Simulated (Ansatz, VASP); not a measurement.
**Ta in VASP and in Ansatz**

```
Ta
1.0
    -1.72559    1.65128    1.65128
     1.72559   -1.65128    1.65128
     1.72559    1.65128   -1.65128
Ta
1
Direct
  0.00000 0.00000 0.00000
```

Change from the starting cell: strain +0.0450 x Voigt [1, 0, 0, 0, 0, 0], atoms carried along.

Alike in both runs: task single point; functional r2SCAN; k mesh 20 × 20 × 20; occupations gaussian, width 0.15 eV; no spin polarisation.

|  | VASP | Ansatz |
| --- | --- | --- |
| version | VASP 6.6.1 | Ansatz 0.2.0 |
| potentials or method | VASP PAW PBE potentials, release 64 (Ta_pv), cutoff 520 eV | scalar-relativistic, plane waves, PAW |
| valence electrons in the cell | 11 | 13 |

```csv
,VASP,Ansatz,Ansatz less VASP
gap on the k mesh at the Fermi level (eV),none,none,-
pressure (GPa),-7.1,-7.6,-0.52
"traceless stress, the component that is largest in VASP (GPa)",-2.80,-2.81,-0.014
```

VASP's potentials were made for PBE, not for r2SCAN. A gap of «none» marks a metal or a gap that the smearing closes. With one functional, cell and mesh, what is left measures potentials, basis and numerics. VASP's potentials hold 11 valence electrons a cell and Ansatz's 13, so a difference there can come from the potentials and not from the codes.

Neither program's run includes spin-orbit coupling.
